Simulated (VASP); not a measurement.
# CdO (Fm-3m) in VASP: settings compared, part 2 of 2

VASP 6.6.1.

**4. Single point, LDA**

This run uses another cell than the first one, of 13.75 Å³/atom.

File INCAR:

```
PREC = Accurate ; ENCUT = 700
EDIFF = 1E-6 ; ISMEAR = -1
SIGMA = 0.05 ; LREAL = F
LASPH = T ; NELM = 120
ALGO = Normal ; ISIF = 2
LWAVE = F ; LCHARG = T
GGA = CA ; LELF = T
LVHAR = T ; NBANDS = 20
GGA_COMPAT = F
```

File KPOINTS:

```
Automatic mesh
0
Gamma
  10 10 10
```

File POSCAR:

```
CdO
1.0
    0.0000000000      2.3955803263      2.3955803263
    2.3955803263      0.0000000000      2.3955803263
    2.3955803263      2.3955803263      0.0000000000
Cd O
1 1
Direct
    0.0000000000      0.0000000000      0.0000000000
    0.5000000000      0.5000000000      0.5000000000
```

Potentials or basis: VASP PAW LDA potentials, release 64 (Cd_sv_GW, O).

Run with:

```sh
cat potpaw_LDA.64/Cd_sv_GW/POTCAR potpaw_LDA.64/O/POTCAR > POTCAR
mpirun -np 1 vasp_std > vasp.out
```

OUTCAR:

```text
PREC = Accurate
   ENCUT = 700
   EDIFF = 1E-6
   ISMEAR = -1
   LREAL = F
   LASPH = T
   NELM = 120
   ISIF = 2
   GGA = CA

 ion  position               nearest neighbor table
   1  0.000  0.000  0.000-
   2  0.500  0.500  0.500-

  LATTYP: Found a face centered cubic cell.
 ALAT       =     4.7911606526

  Lattice vectors:

 A1 = (   0.0000000000,   2.3955803263,   2.3955803263)
 A2 = (   2.3955803263,   0.0000000000,   2.3955803263)
 A3 = (   2.3955803263,   2.3955803263,   0.0000000000)

Analysis of symmetry for initial positions (statically):
=====================================================================
 Subroutine PRICEL returns:
 Original cell was already a primitive cell.

 Routine SETGRP: Setting up the symmetry group for a
 face centered cubic supercell.

 Subroutine GETGRP returns: Found 48 space group operations
 (whereof 48 operations were pure point group operations)
 out of a pool of 48 trial point group operations.

The static configuration has the point symmetry O_h .

Analysis of symmetry for dynamics (positions and initial velocities):
=====================================================================
 Subroutine PRICEL returns:
 Original cell was already a primitive cell.

 Routine SETGRP: Setting up the symmetry group for a
 face centered cubic supercell.

 Subroutine GETGRP returns: Found 48 space group operations
 (whereof 48 operations were pure point group operations)
 out of a pool of 48 trial point group operations.

The dynamic configuration has the point symmetry O_h .

 Subroutine INISYM returns: Found 48 space group operations
 (whereof 48 operations are pure point group operations),
 and found     1 'primitive' translations

[... 107 lines left out ...]
   EMIN   =  10.00;   EMAX   =-10.00  energy-range for DOS
   EFERMI =   0.00;   METHOD = LEGACY
   ISMEAR =    -1;   SIGMA  =   0.05  broadening in eV -4-tet -1-fermi 0-gaus
   EFERMI_NEDOS =   21; number of points for ismear=-14 and -15
   IALGO  =     38    algorithm
   IMIX   =      4    mixing-type and parameters
     AMIX     =   0.40;   BMIX     =  1.00
     AMIX_MAG =   1.60;   BMIX_MAG =  1.00
  volume/ion in A,a.u.               =      13.75        92.77
  Fermi-wavevector in a.u.,A,eV,Ry     =   1.606862  3.036529 35.130311  2.582005
  Thomas-Fermi vector in A             =   2.702982
   LORBIT       =      0    0 simple, 1 ext, 2 COOP (PROOUT), +10 PAW based schemes
   GGA     = CA    functional components
   LHFCALC =     F    Hartree Fock is set to
   AEXX    =    0.0000 exact exchange contribution
   IVDW    =     0    specifies the selected vdW correction
   LEPSILON=     F    determine dielectric tensor
   LRPA    =     F    only Hartree local field effects (RPA)
 non-spin polarized calculation
  energy-cutoff  :      700.00
  volume of cell :       27.50
 maximum number of plane-waves:      1179
 NGX is ok and might be reduce to    30
   NGX = 15   NGY = 15   NGZ = 15

 number of electron      26.0000002 magnetization

 Free energy of the ion-electron system (eV)
  ---------------------------------------------------
  ext. energy  EPLUGINS =         0.00000000
  ---------------------------------------------------
  free energy    TOTEN  =        -9.31497479 eV

  energy without entropy =       -9.31440221  energy(sigma->0) =       -9.31468850

 E-fermi :   4.1063     XC(G=0): -12.1136

 val. band max:        3.9377734689   @ k =   0.5000   0.0000   0.0000
 cond. band min:       4.3971862321   @ k =   0.1000   0.0000   0.0000
 fundamental gap:      0.4594127632
 Fermi energy:         4.1063361367

 k-point     1 :       0.0000    0.0000    0.0000
  band No.  band energies     occupation
      1     -95.8055      2.00000
      2     -57.2034      2.00000
      3     -57.2034      2.00000
      4     -57.2034      2.00000
      5     -12.7562      2.00000
      6      -2.6295      2.00000
[... 541 lines left out ...]
     19      26.3862      0.00000
     20      26.7619      0.00000

 [... further k-points ...]

------------------------ aborting loop because EDIFF is reached ----------------------------------------

  FORCE on cell =-STRESS in cart. coord.  units (eV):
  Direction    XX          YY          ZZ          XY          YZ          ZX
  --------------------------------------------------------------------------------------
  -------------------------------------------------------------------------------------
  Total       -2.1820248     -2.1820248     -2.1820248      0.0000000      0.0000000     -0.0000000
  in kB     -127.1475665   -127.1475665   -127.1475665      0.0000000      0.0000000     -0.0000000
  external PRESSURE =    -127.1475665 kB  Pullay stress =       0.0000000 kB

 VOLUME and BASIS-vectors are now :
 -----------------------------------------------------------------------------
  energy-cutoff  :      700.00
  volume of cell :       27.50
      direct lattice vectors                 reciprocal lattice vectors
     0.000000000  2.395580326  2.395580326    -0.208717693  0.208717693  0.208717693
     2.395580326  0.000000000  2.395580326     0.208717693 -0.208717693  0.208717693
     2.395580326  2.395580326  0.000000000     0.208717693  0.208717693 -0.208717693

 POSITION                                       TOTAL-FORCE (eV/Angst)
 -----------------------------------------------------------------------------------
      0.00000      0.00000      0.00000         0.000000      0.000000     -0.000000
      2.39558      2.39558      2.39558        -0.000000     -0.000000      0.000000
 -----------------------------------------------------------------------------------
    total drift:                               -0.000000      0.000000      0.000000

  FREE ENERGIE OF THE ION-ELECTRON SYSTEM (eV)
  ---------------------------------------------------
  free  energy   TOTEN  =        -9.3149747923 eV

  energy  without entropy=       -9.3144022064  energy(sigma->0) =       -9.31468850
```

Run time: 26 s. Hardware: 1 thread of AMD EPYC 7R13 (Zen 3), shared host; peak memory 0.16 GiB.

Results:

```
Free energy            : -9.3150 eV
Pressure               : -12.7 GPa
Band gap on the k mesh : zero (bands 13 and 14 overlap by 0.61 eV)
```

Caveat: the cell stands under tension; semilocal functionals underestimate gaps, and a narrow one can read as zero.

**5. Single point, PBE+D4**

This run uses another cell than the first one, of 12.97 Å³/atom.

File INCAR:

```
SYSTEM = CdO
PREC = Accurate ; ENCUT = 700
EDIFF = 1E-6 ; ISMEAR = -1
SIGMA = 0.05 ; LREAL = .FALSE.
LASPH = .TRUE. ; NELM = 120
ALGO = Normal ; ISIF = 2
LWAVE = .FALSE. ; LCHARG = .FALSE.
GGA = PE ; IVDW = 13
NBANDS = 20 ; GGA_COMPAT = .FALSE.
```

File KPOINTS:

```
regular mesh
0
G
  10 10 10
  0 0 0
```

File POSCAR:

```
CdO
1.0
    0.0000000000      2.3495000000      2.3495000000
    2.3495000000      0.0000000000      2.3495000000
    2.3495000000      2.3495000000      0.0000000000
Cd O
1 1
Direct
    0.0000000000      0.0000000000      0.0000000000
    0.5000000000      0.5000000000      0.5000000000
```

Potentials or basis: VASP PAW PBE potentials, release 64 (Cd_sv_GW, O).

Run with:

```sh
cat potpaw_PBE.64/Cd_sv_GW/POTCAR potpaw_PBE.64/O/POTCAR > POTCAR
mpirun -np 1 vasp_std > vasp.out
```

It took 29 s on 1 thread of AMD EPYC 7R13 (Zen 3), shared host; peak memory 0.18 GiB.

It converged, with:

- Free energy: -8.4401 eV
- Pressure: 2.3 GPa
- Band gap on the k mesh: zero (bands 13 and 14 overlap by 0.41 eV)
- Dispersion energy per atom: -0.314 eV

Levels at points of the mesh, in eV from the Fermi level:
| k point | band 9 | band 10 | band 11 | band 12 | band 13 | band 14 | band 15 | band 16 | band 17 | band 18 |
| --- | --- | --- | --- | --- | --- | --- | --- | --- | --- | --- |
| (0.00, 0.00, 0.00) | -6.56 | -6.56 | -1.52 | -1.52 | -1.52 | -0.57 | 14.36 | 16.87 | 16.87 | 16.87 |
| (0.50, 0.00, 0.00) | -6.32 | -6.32 | -3.97 | -0.16 | -0.16 | 4.28 | 7.16 | 11.73 | 11.73 | 17.61 |
| (0.50, 0.50, 0.00) | -6.18 | -5.87 | -4.48 | -2.48 | -2.48 | 3.75 | 8.36 | 11.07 | 13.15 | 13.15 |

Caveat: semilocal functionals underestimate gaps, and a narrow one can read as zero.

**6. Single point, revPBE+D4**

This run uses another cell than the first one, of 12.19 Å³/atom.

File INCAR:

```
PREC = Accurate ; ENCUT = 700
EDIFF = 1E-6 ; ISMEAR = -1
SIGMA = 0.05 ; LREAL = F
LASPH = T ; NELM = 120
ALGO = Normal ; ISIF = 2
LWAVE = F ; LCHARG = F
GGA = RE ; IVDW = 13
NBANDS = 20 ; GGA_COMPAT = F
```

File KPOINTS:

```
Automatic mesh
0
Gamma
  10 10 10
```

File POSCAR:

```
CdO
1.0
    0.0000000000      2.3015375624      2.3015375624
    2.3015375624      0.0000000000      2.3015375624
    2.3015375624      2.3015375624      0.0000000000
Cd O
1 1
Direct
    0.0000000000      0.0000000000      0.0000000000
    0.5000000000      0.5000000000      0.5000000000
```

Potentials or basis: VASP PAW PBE potentials, release 64 (Cd_sv_GW, O).

Run with:

```sh
cat potpaw_PBE.64/Cd_sv_GW/POTCAR potpaw_PBE.64/O/POTCAR > POTCAR
mpirun -np 1 vasp_std > vasp.out
```

Run time: 45 s. Hardware: 1 thread of Intel Xeon Platinum 8259CL at 2.50GHz (Skylake/Cascade Lake), shared host; peak memory 0.19 GiB.

The run converged. Its results:

* Free energy: -8.2052 eV
* Pressure: 12.7 GPa
* Band gap on the k mesh: zero (bands 13 and 14 overlap by 0.23 eV)
* Dispersion energy per atom: -0.625 eV

Levels at points of the mesh, in eV from the Fermi level:
```tsv
k point	band 11	band 12	band 13	band 14	band 15	band 16
(0.00, 0.00, 0.00)	-1.77	-1.77	-1.77	-0.39	14.45	17.35
(0.50, 0.00, 0.00)	-4.10	-0.16	-0.16	4.37	7.68	12.11
(0.50, 0.50, 0.00)	-4.91	-2.78	-2.78	4.10	8.69	11.35
```

Caveat: the cell stands under pressure; semilocal functionals underestimate gaps, and a narrow one can read as zero; the PAW data sets were made with another functional, which shifts forces and pressure a little.

**7. Summary**

```csv
level,potentials or basis,cell,gap on the mesh (eV),pressure (GPa)
RPBE+D3(BJ),"VASP PAW PBE potentials, release 64 (Cd_sv_GW, O)","a = 3.278 Å, angles 60.0°, 2 atoms",none,-5.5
revPBE,"VASP PAW PBE potentials, release 64 (Cd_sv_GW, O)","a = 3.278 Å, angles 60.0°, 2 atoms",none,16.3
LDA,"VASP PAW LDA potentials, release 64 (Cd_sv_GW, O)","a = 3.388 Å, angles 60.0°, 2 atoms",none,-12.7
PBE+D4,"VASP PAW PBE potentials, release 64 (Cd_sv_GW, O)","a = 3.323 Å, angles 60.0°, 2 atoms",none,2.3
revPBE+D4,"VASP PAW PBE potentials, release 64 (Cd_sv_GW, O)","a = 3.255 Å, angles 60.0°, 2 atoms",none,12.7
```

Alike in all rows: task single point; no spin polarisation; k mesh 10 × 10 × 10; cutoff (eV) 700; smearing fermi-dirac 0.05 eV.

Caveats: semilocal functionals underestimate gaps, and a narrow one can read as zero; the PAW data sets were made with another functional, which shifts forces and pressure a little (at least some runs); the cell stands under tension (at least some runs); the cell stands under pressure (at least some runs); the dispersion term is far too large for a dense solid, which distorts pressure and volume (at least some runs).

Total energies depend on the potentials used, so only differences within one code and one set of settings carry meaning.

The gap in the log of VASP goes by the Fermi energy; the results here count the filled bands.